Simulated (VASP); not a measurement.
# CdTe (F-43m) in VASP: a series of runs

Runs on CdTe. Level: PBE. Tasks: relaxation of cell and atoms, single point.

Everything below comes from runs of VASP 6.6.1. Logs are shortened: lines on timing, memory, paths and dates and some standing lists are left out, and cuts for length are marked.

## (1) The cell of the first run

The structure is cubic, space group F-43m (No. 216). Conventional cell: a = 6.564 Å, b = 6.564 Å, c = 6.564 Å, α = 90.00°, β = 90.00°, γ = 90.00°. Within 3.7 Å of Cd (site symmetry -43m) lie 4 Te at 2.84 Å. Te (site symmetry -43m) has 4 Cd at 2.84 Å within 3.7 Å.

## (2) Relaxation of cell and atoms, PBE

The input, INCAR:

```
PREC = Accurate
ENCUT = 600
EDIFF = 1E-6
ISMEAR = 0
SIGMA = 0.02
LREAL = False
LASPH = True
NELM = 60
ALGO = Normal
ISIF = 3
LWAVE = False
LCHARG = False
GGA = PE
IBRION = 2
NSW = 100
EDIFFG = -0.005
```

The input, KPOINTS:

```
regular mesh
0
Gamma
  8 8 8
```

The input, POSCAR:

```
CdTe
1.0
    0.0000000000      3.2821135562      3.2821135562
    3.2821135562      0.0000000000      3.2821135562
    3.2821135562      3.2821135562      0.0000000000
Cd Te
1 1
Direct
    0.0000000000      0.0000000000      0.0000000000
    0.2500000000      0.2500000000      0.2500000000
```

Potentials or basis: VASP PAW PBE potentials, release 64 (Cd, Te).

Run with:

```bash
$ cat potpaw_PBE.64/Cd/POTCAR potpaw_PBE.64/Te/POTCAR > POTCAR
$ mpirun -np 1 vasp_std > vasp.out
```

OUTCAR:

```text
PREC = Accurate
   ENCUT = 600
   EDIFF = 1E-6
   ISMEAR = 0
   LREAL = False
   LASPH = True
   NELM = 60
   ISIF = 3
   GGA = PE
   IBRION = 2
   NSW = 100
   EDIFFG = -0.005

 ion  position               nearest neighbor table
   1  0.000  0.000  0.000-   2 2.84   2 2.84   2 2.84   2 2.84
   2  0.250  0.250  0.250-   1 2.84   1 2.84   1 2.84   1 2.84

  LATTYP: Found a face centered cubic cell.
 ALAT       =     6.5642271124

  Lattice vectors:

 A1 = (   0.0000000000,   3.2821135562,   3.2821135562)
 A2 = (   3.2821135562,   0.0000000000,   3.2821135562)
 A3 = (   3.2821135562,   3.2821135562,   0.0000000000)

Analysis of symmetry for initial positions (statically):
=====================================================================
 Subroutine PRICEL returns:
 Original cell was already a primitive cell.

 Routine SETGRP: Setting up the symmetry group for a
 face centered cubic supercell.

 Subroutine GETGRP returns: Found 24 space group operations
 (whereof 24 operations were pure point group operations)
 out of a pool of 48 trial point group operations.

The static configuration has the point symmetry T_d .

Analysis of symmetry for dynamics (positions and initial velocities):
=====================================================================
 Subroutine PRICEL returns:
 Original cell was already a primitive cell.

 Routine SETGRP: Setting up the symmetry group for a
 face centered cubic supercell.

 Subroutine GETGRP returns: Found 24 space group operations
 (whereof 24 operations were pure point group operations)
 out of a pool of 48 trial point group operations.

The dynamic configuration has the point symmetry T_d .

 Subroutine INISYM returns: Found 24 space group operations
 (whereof 24 operations are pure point group operations),
 and found     1 'primitive' translations

----------------------------------------------------------------------------------------

                                     Primitive cell

  volume of cell :      70.7116

  direct lattice vectors                    reciprocal lattice vectors
     0.000000000  3.282113556  3.282113556    -0.152340859  0.152340859  0.152340859
     3.282113556  0.000000000  3.282113556     0.152340859 -0.152340859  0.152340859
     3.282113556  3.282113556  0.000000000     0.152340859  0.152340859 -0.152340859

  length of vectors
     4.641609504  4.641609504  4.641609504     0.263862109  0.263862109  0.263862109

  position of ions in fractional coordinates (direct lattice)
     0.000000000  0.000000000  0.000000000
     0.250000000  0.250000000  0.250000000

  ion indices of the primitive-cell ions
   primitive index   ion index
                 1           1
                 2           2

----------------------------------------------------------------------------------------

 KPOINTS: regular mesh

Automatic generation of k-mesh.
 Grid dimensions read from file:
 generate k-points for:    8    8    8

 Generating k-lattice:

  Cartesian coordinates                     Fractional coordinates (reciprocal lattice)
    -0.019042607  0.019042607  0.019042607     0.125000000  0.000000000  0.000000000
     0.019042607 -0.019042607  0.019042607     0.000000000  0.125000000  0.000000000
     0.019042607  0.019042607 -0.019042607     0.000000000  0.000000000  0.125000000

  Length of vectors
     0.032982764  0.032982764  0.032982764

  Shift w.r.t. Gamma in fractional coordinates (k-lattice)
     0.000000000  0.000000000  0.000000000

 Subroutine IBZKPT returns following result:
 ===========================================

 Found     29 irreducible k-points:

 Following reciprocal coordinates:
            Coordinates               Weight
  0.000000  0.000000  0.000000      1.000000
  0.125000  0.000000  0.000000      8.000000
  0.250000  0.000000  0.000000      8.000000
  0.375000  0.000000  0.000000      8.000000
  0.500000  0.000000  0.000000      4.000000
  0.125000  0.125000  0.000000      6.000000
[... 16 lines left out ...]
  0.500000  0.250000  0.125000     48.000000
 -0.375000  0.250000  0.125000     24.000000
 [... further k-points ...]
   k-points           NKPTS =     29   k-points in BZ     NKDIM =     29   number of bands    NBANDS=     13
   number of dos      NEDOS =    301   number of ions     NIONS =      2
   total plane-waves  NPLWV =  64000
   dimension x,y,z NGX =    40 NGY =   40 NGZ =   40
   dimension x,y,z NGXF=    80 NGYF=   80 NGZF=   80
   ions per type =               1   1
   NGX,Y,Z   is equivalent  to a cutoff of  14.33, 14.33, 14.33 a.u.
   NGXF,Y,Z  is equivalent  to a cutoff of  28.65, 28.65, 28.65 a.u.
 SYSTEM =  unknown system
   PREC   = accura    normal or accurate (medium, high low for compatibility)
   ISTART =      0    job   : 0-new  1-cont  2-samecut
   ICHARG =      2    charge: 1-file 2-atom 10-const
   ISPIN  =      1    spin polarized calculation?
   LNONCOLLINEAR =      F non collinear calculations
   LSORBIT =      F    spin-orbit coupling
   LASPH  =      T    aspherical Exc in radial PAW
   ENCUT  =  600.0 eV  44.10 Ry    6.64 a.u.   9.27  9.27  9.27*2*pi/ulx,y,z
   NELM   =     60;   NELMIN=  2; NELMDL= -5     # of ELM steps
   EDIFF  = 0.1E-05   stopping-criterion for ELM
   LREAL  =      F    real-space projection
   EDIFFG = -.5E-02   stopping-criterion for IOM
   NSW    =    100    number of steps for IOM
   IBRION =      2    ionic relax: 0-MD 1-quasi-New 2-CG
   NFREE  =      1    steps in history (QN), initial steepest desc. (CG)
   ISIF   =      3    stress and relaxation
   ISYM   =      2    0-nonsym 1-usesym 2-fastsym
   POTIM  = 0.5000    time-step for ionic-motion
   TEBEG  =    0.0;   TEEND  =   0.0 temperature during run
   PSTRESS=    0.0 pullay stress
   NELECT =      18.0000    total number of electrons
   NUPDOWN=      -1.0000    fix difference up-down
   EMIN   =  10.00;   EMAX   =-10.00  energy-range for DOS
   EFERMI =   0.00;   METHOD = LEGACY
   ISMEAR =     0;   SIGMA  =   0.02  broadening in eV -4-tet -1-fermi 0-gaus
   EFERMI_NEDOS =   21; number of points for ismear=-14 and -15
   IALGO  =     38    algorithm
   IMIX   =      4    mixing-type and parameters
     AMIX     =   0.40;   BMIX     =  1.00
     AMIX_MAG =   1.60;   BMIX_MAG =  1.00
  volume/ion in A,a.u.               =      35.36       238.59
  Fermi-wavevector in a.u.,A,eV,Ry     =   1.037533  1.960654 14.646338  1.076475
  Thomas-Fermi vector in A             =   2.171976
   LORBIT       =      0    0 simple, 1 ext, 2 COOP (PROOUT), +10 PAW based schemes
   GGA     = PE    functional components
   LHFCALC =     F    Hartree Fock is set to
   AEXX    =    0.0000 exact exchange contribution
   IVDW    =     0    specifies the selected vdW correction
   LEPSILON=     F    determine dielectric tensor
   LRPA    =     F    only Hartree local field effects (RPA)
 conjugate gradient relaxation of ions
 non-spin polarized calculation
 Gauss-broadening in eV      SIGMA  =   0.02
  energy-cutoff  :      600.00
  volume of cell :       70.71
 maximum number of plane-waves:      2397
 NGX is ok and might be reduce to    40
   NGX = 19   NGY = 19   NGZ = 19

--------------------------------------- Ionic step        1  -------------------------------------------

 number of electron      17.9999999 magnetization

 Free energy of the ion-electron system (eV)
  ---------------------------------------------------
  ext. energy  EPLUGINS =         0.00000000
  ---------------------------------------------------
  free energy    TOTEN  =        -4.80559966 eV

  energy without entropy =       -4.80559966  energy(sigma->0) =       -4.80559966

------------------------ aborting loop because EDIFF is reached ----------------------------------------

  FORCE on cell =-STRESS in cart. coord.  units (eV):
  Direction    XX          YY          ZZ          XY          YZ          ZX
  --------------------------------------------------------------------------------------
  -------------------------------------------------------------------------------------
  Total        0.4413511      0.4413511      0.4413511      0.0000000      0.0000000      0.0000000
  in kB       10.0000908     10.0000908     10.0000908      0.0000000      0.0000000      0.0000000
  external PRESSURE =      10.0000908 kB  Pullay stress =       0.0000000 kB
[... 57 lines left out ...]
  energy  without entropy=       -4.8111650808  energy(sigma->0) =       -4.81116508

--------------------------------------- Ionic step        3  -------------------------------------------

 number of electron      18.0000001 magnetization

 Free energy of the ion-electron system (eV)
  ---------------------------------------------------
  ext. energy  EPLUGINS =         0.00000000
  ---------------------------------------------------
  free energy    TOTEN  =        -4.81137469 eV

  energy without entropy =       -4.81137469  energy(sigma->0) =       -4.81137469

 E-fermi :   1.9263     XC(G=0):  -8.3000

 val. band max:        1.7812162981   @ k =   0.0000   0.0000   0.0000
 cond. band min:       2.3581983984   @ k =   0.0000   0.0000   0.0000
 fundamental gap:      0.5769821003
 Fermi energy:         1.9263181087

 k-point     1 :       0.0000    0.0000    0.0000
  band No.  band energies     occupation
      1      -9.0426      2.00000
      2      -6.3038      2.00000
      3      -6.3038      2.00000
      4      -6.3038      2.00000
      5      -6.0883      2.00000
      6      -6.0883      2.00000
      7       1.7812      2.00000
      8       1.7812      2.00000
      9       1.7812      2.00000
     10       2.3582      0.00000
     11       6.4211      0.00000
     12       6.4211      0.00000
     13       6.4211      0.00000
[... 353 lines left out ...]
 k-point    24 :      -0.3750    0.2500    0.1250
  band No.  band energies     occupation
      1      -8.6535      2.00000
      2      -6.2303      2.00000
      3      -6.2205      2.00000
      4      -6.1001      2.00000
      5      -6.0832      2.00000
      6      -5.7055      2.00000
      7      -2.1325      2.00000
      8      -0.0704      2.00000
      9       0.6642      2.00000
     10       4.8702      0.00000
     11       6.4423      0.00000
     12       7.6604      0.00000
     13       8.7959      0.00000

 [... further k-points ...]

------------------------ aborting loop because EDIFF is reached ----------------------------------------

  FORCE on cell =-STRESS in cart. coord.  units (eV):
  Direction    XX          YY          ZZ          XY          YZ          ZX
  --------------------------------------------------------------------------------------
  -------------------------------------------------------------------------------------
  Total        0.0017452      0.0017452      0.0017452      0.0000000      0.0000000      0.0000000
  in kB        0.0385077      0.0385077      0.0385077      0.0000000      0.0000000      0.0000000
  external PRESSURE =       0.0385077 kB  Pullay stress =       0.0000000 kB
[... 17 lines left out ...]
  FREE ENERGIE OF THE ION-ELECTRON SYSTEM (eV)
  ---------------------------------------------------
  free  energy   TOTEN  =        -4.8113746882 eV

  energy  without entropy=       -4.8113746882  energy(sigma->0) =       -4.81137469

 reached required accuracy - stopping structural energy minimisation
```

Wall time 2.1 min (1 thread of AMD EPYC 7R43 (Zen 3), shared host); peak memory 0.22 GiB.

What came out:

```yaml
Free_energy: -4.8114 eV
Relaxed_volume: 36.31 Å³/atom
Relaxed_cell: a = 4.683 Å, b = 4.683 Å, c = 4.683 Å, α = 60.00°, β = 60.00°, γ = 60.00°
Space_group_after_relaxing_to_0.05_Å: F-43m (No. 216)
Energy_gained_by_relaxing: 2.9 meV/atom
Ionic_steps: 3
Pressure_after_relaxing: 0.0 GPa
Band_gap_on_the_k_mesh: 0.58 eV, direct
```

The path:
```tsv
step	energy change (eV)	largest force (eV/Å)	pressure (GPa)	volume (Å³)
1	0.0000	0.0000	1.00	70.71
2	-0.0056	0.0000	-0.18	72.99
3	-0.0058	0.0000	0.00	72.61
```

Final structure:
```yaml
crystal:
  lattice:
    - [0.00000, 3.31126, 3.31126]
    - [3.31126, 0.00000, 3.31126]
    - [3.31126, 3.31126, 0.00000]
  atoms:
    - { symbol: Cd, position: [0.00000, 0.00000, 0.00000] }
    - { symbol: Te, position: [0.25000, 0.25000, 0.25000] }
```

Levels at points of the mesh, in eV from the valence-band top:
| k point | band 7 | band 8 | band 9 | band 10 | band 11 | band 12 |
| --- | --- | --- | --- | --- | --- | --- |
| (0.00, 0.00, 0.00) | 0.00 | 0.00 | 0.00 | 0.58 | 4.64 | 4.64 |
| (0.50, 0.00, 0.00) | -4.07 | -0.68 | -0.68 | 1.75 | 5.21 | 5.21 |
| (0.50, 0.50, 0.00) | -4.00 | -1.65 | -1.65 | 2.67 | 2.75 | 8.50 |

Caveat: spin-orbit coupling is left out, which moves the levels of the heavy elements. PBE gaps usually lie below the measured ones, often by a third to a half.

## (3) Single point, PBE

This run uses another cell than the first one, of 36.25 Å³/atom, 1.025 times its volume.

The input, INCAR:

```
PREC = Accurate ; ENCUT = 520
EDIFF = 1E-7 ; ISMEAR = 0
SIGMA = 0.02 ; LREAL = F
LASPH = T ; NELM = 60
ALGO = Normal ; ISIF = 2
LWAVE = F ; LCHARG = F
GGA = PE ; NBANDS = 16
```

The input, KPOINTS:

```
Automatic mesh
0
Gamma
  8 8 8
```

The input, POSCAR:

```
CdTe
1.0
    0.0000000000      3.3096311549      3.3096311549
    3.3096311549      0.0000000000      3.3096311549
    3.3096311549      3.3096311549      0.0000000000
Cd Te
1 1
Direct
    0.0000000000      0.0000000000      0.0000000000
    0.2500000000      0.2500000000      0.2500000000
```

Potentials or basis: VASP PAW PBE potentials, release 64 (Cd, Te).

Run with:

```bash
$ cat potpaw_PBE.64/Cd/POTCAR potpaw_PBE.64/Te/POTCAR > POTCAR
$ mpirun -np 1 vasp_std > vasp.out
```

Wall time 36 s (1 thread of Intel Xeon Platinum 8259CL at 2.50GHz (Skylake/Cascade Lake), shared host); peak memory 0.21 GiB.

It converged, with:

| Property | Result |
| --- | --- |
| Free energy | -4.8121 eV |
| Pressure | 0.1 GPa |
| Band gap on the k mesh | 0.58 eV, direct |

Levels at points of the mesh, in eV from the valence-band top:
| k point | band 5 | band 6 | band 7 | band 8 | band 9 | band 10 | band 11 | band 12 | band 13 | band 14 |
| --- | --- | --- | --- | --- | --- | --- | --- | --- | --- | --- |
| (0.00, 0.00, 0.00) | -7.87 | -7.87 | 0.00 | 0.00 | 0.00 | 0.58 | 4.64 | 4.64 | 4.64 | 7.38 |
| (0.50, 0.00, 0.00) | -7.86 | -7.57 | -4.08 | -0.69 | -0.69 | 1.75 | 5.21 | 5.21 | 7.01 | 8.44 |
| (0.50, 0.50, 0.00) | -7.85 | -7.45 | -4.01 | -1.66 | -1.66 | 2.67 | 2.74 | 8.51 | 8.81 | 8.81 |

Caveat: spin-orbit coupling is left out, which moves the levels of the heavy elements.

## (4) Single point, PBE

This run uses another cell than the first one, of 36.25 Å³/atom, 1.025 times its volume.

The input, INCAR:

```
SYSTEM = CdTe
ALGO     = Normal         ! electronic algorithm
EDIFF    = 1E-6           ! SCF threshold, eV
ENCUT    = 520            ! plane-wave cutoff, eV
GGA      = PE             ! functional
ISIF     = 2              ! what is computed and relaxed
ISMEAR   = 0              ! smearing method
LASPH    = .TRUE.         ! aspherical terms in the spheres
LCHARG   = .FALSE.        ! write CHGCAR
LREAL    = .FALSE.        ! projectors in reciprocal space
LWAVE    = .FALSE.        ! write WAVECAR
NBANDS   = 16             ! bands
NELM     = 100            ! most SCF steps
PREC     = Accurate       ! precision mode
SIGMA    = 0.02           ! smearing width, eV
```

The input, KPOINTS:

```
k-points
0
G
  10 10 10
  0 0 0
```

POSCAR is that of step 3.

Run with:

```bash
$ cat potpaw_PBE.64/Cd/POTCAR potpaw_PBE.64/Te/POTCAR > POTCAR
$ mpirun -np 1 vasp_std > vasp.out
```

It took 42 s on 1 thread of Intel Xeon Platinum 8259CL at 2.50GHz (Skylake/Cascade Lake), shared host; peak memory 0.23 GiB.

It converged, with:

* Free energy: -4.8128 eV
* Pressure: 0.1 GPa
* Band gap on the k mesh: 0.58 eV, direct

Levels at points of the mesh, in eV from the valence-band top:
```csv
k point,band 7,band 8,band 9,band 10,band 11,band 12
"(0.00, 0.00, 0.00)",0.00,0.00,0.00,0.58,4.64,4.64
"(0.50, 0.00, 0.00)",-4.08,-0.69,-0.69,1.75,5.21,5.21
"(0.50, 0.50, 0.00)",-4.01,-1.66,-1.66,2.67,2.74,8.51
```

Caveat: spin-orbit coupling is left out, which moves the levels of the heavy elements.

## (5) Relaxation of cell and atoms, PBE

The input, INCAR:

```
PREC = Accurate
ENCUT = 600
EDIFF = 1E-6
ISMEAR = 0
SIGMA = 0.02
LREAL = False
LASPH = True
NELM = 60
ALGO = Normal
ISIF = 3
LWAVE = False
LCHARG = False
GGA = PE
IBRION = 2
NSW = 100
EDIFFG = -0.005
```

The input, KPOINTS:

```
regular mesh
0
Gamma
  8 8 8
```

The input, POSCAR:

```
CdTe
1.0
    0.0000000000      3.2821135562      3.2821135562
    3.2821135562      0.0000000000      3.2821135562
    3.2821135562      3.2821135562      0.0000000000
Cd Te
1 1
Direct
    0.0000000000      0.0000000000      0.0000000000
    0.2500000000      0.2500000000      0.2500000000
```

Run with:

```bash
$ cat potpaw_PBE.64/Cd/POTCAR potpaw_PBE.64/Te/POTCAR > POTCAR
$ mpirun -np 1 vasp_std > vasp.out
```

Wall time 92 s (1 thread of Intel Xeon Platinum 8259CL at 2.50GHz (Skylake/Cascade Lake), shared host); peak memory 0.26 GiB.

The run converged. Its results:

| Quantity | Value |
| --- | --- |
| Free energy | -4.8114 eV |
| Relaxed volume | 36.31 Å³/atom |
| Relaxed cell | a = 4.683 Å, b = 4.683 Å, c = 4.683 Å, α = 60.00°, β = 60.00°, γ = 60.00° |
| Space group after relaxing (to 0.05 Å) | F-43m (No. 216) |
| Energy gained by relaxing | 2.9 meV/atom |
| Ionic steps | 3 |
| Pressure after relaxing | 0.0 GPa |
| Band gap on the k mesh | 0.58 eV, direct |

Step by step:
| step | energy change (eV) | largest force (eV/Å) | pressure (GPa) | volume (Å³) |
| --- | --- | --- | --- | --- |
| 1 | 0.0000 | 0.0000 | 1.00 | 70.71 |
| 2 | -0.0056 | 0.0000 | -0.18 | 72.99 |
| 3 | -0.0058 | 0.0000 | 0.00 | 72.61 |

Final structure:
```xyz
2
Lattice="0.0000 3.3113 3.3113 3.3113 0.0000 3.3113 3.3113 3.3113 0.0000" Properties=species:S:1:pos:R:3 pbc="T T T"
Cd    0.0000    0.0000    0.0000
Te    1.6556    1.6556    1.6556
```

Levels at points of the mesh, in eV from the valence-band top:
| k point | band 7 | band 8 | band 9 | band 10 | band 11 | band 12 |
| --- | --- | --- | --- | --- | --- | --- |
| (0.00, 0.00, 0.00) | 0.00 | 0.00 | 0.00 | 0.58 | 4.64 | 4.64 |
| (0.50, 0.00, 0.00) | -4.07 | -0.68 | -0.68 | 1.75 | 5.21 | 5.21 |
| (0.50, 0.50, 0.00) | -4.00 | -1.65 | -1.65 | 2.67 | 2.75 | 8.50 |

Caveat: spin-orbit coupling is left out, which moves the levels of the heavy elements. A hybrid or GW would open this gap; PBE tends to underestimate it.

[end of part 1 of 2]
